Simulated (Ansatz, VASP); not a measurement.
W in VASP and in Ansatz

```xyz
1
Lattice="-1.5031 1.5031 1.8037 1.5031 -1.5031 1.8037 1.5031 1.5031 -1.8037" Properties=species:S:1:pos:R:3 pbc="T T T"
W     0.0000    0.0000    0.0000
```

Alike in both runs: task single point; functional PBEsol; k mesh 24 × 24 × 24; occupations gaussian, width 0.15 eV; no spin polarisation.

|  | VASP | Ansatz |
| --- | --- | --- |
| version | VASP 6.6.1 | Ansatz 0.2.0 |
| potentials or method | VASP PAW PBE potentials, release 64 (W_sv), cutoff 520 eV | scalar-relativistic, plane waves, PAW |
| valence electrons in the cell | 14 | 14 |

|  | VASP | Ansatz | Ansatz less VASP |
| --- | --- | --- | --- |
| gap on the k mesh at the Fermi level (eV) | none | none | - |
| pressure (GPa) | -7.2 | -7.7 | -0.51 |
| traceless stress, the component that is largest in VASP (GPa) | -20.09 | -20.07 | +0.018 |

VASP's potentials were made for PBE, not for PBEsol. A gap of «none» marks a metal or a gap that the smearing closes.

Neither program's run includes spin-orbit coupling.
